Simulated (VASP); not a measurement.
The system is Ti3AgN.

```
Ag N Ti
1.0
     4.07429    0.00000    0.00000
     0.00000    4.07429    0.00000
     0.00000    0.00000    4.07429
Ag N Ti
1 1 3
Direct
  0.00000 0.00000 0.00000
  0.50000 0.50000 0.50000
  0.00000 0.50000 0.50000
  0.50000 0.00000 0.50000
  0.50000 0.50000 0.00000
```

```yaml
Program: VASP 6.6.1
Task: relaxation of cell and atoms
Functional: r2SCAN
Potentials_or_basis: VASP PAW PBE potentials, release 64 (Ag, N, Ti_sv)
Cutoff: 600 eV
k_mesh: 5 × 5 × 5
Occupations: fermi-dirac, width 0.0651 eV
Spin: no spin polarisation
```

At the start: pressure 8.7 GPa; volume 13.53 Å³/atom.

Question: How do energy, volume and symmetry change on relaxing?

Answer: Over 3 steps the energy falls by 16.2 meV/atom and the volume is 14.16 Å³/atom (+4.7 %); space group Pm-3m (No. 221, to 0.05 Å).

The path:
```csv
step,energy change (eV),largest force (eV/Å),pressure (GPa),volume (Å³)
1,0.0000,0.0000,8.72,67.63
2,0.0520,0.0000,-9.28,75.10
3,-0.0812,0.0000,-0.10,70.78
```

Final structure:
```yaml
crystal:
  lattice:
    - [4.13654, 0.00000, 0.00000]
    - [0.00000, 4.13654, 0.00000]
    - [0.00000, 0.00000, 4.13654]
  atoms:
    - { symbol: Ag, position: [0.00000, 0.00000, 0.00000] }
    - { symbol: N, position: [0.50000, 0.50000, 0.50000] }
    - { symbol: Ti, position: [0.00000, 0.50000, 0.50000] }
    - { symbol: Ti, position: [0.50000, 0.00000, 0.50000] }
    - { symbol: Ti, position: [0.50000, 0.50000, 0.00000] }
```

Caveat: the PAW data sets were made with another functional, which shifts forces and pressure a little.
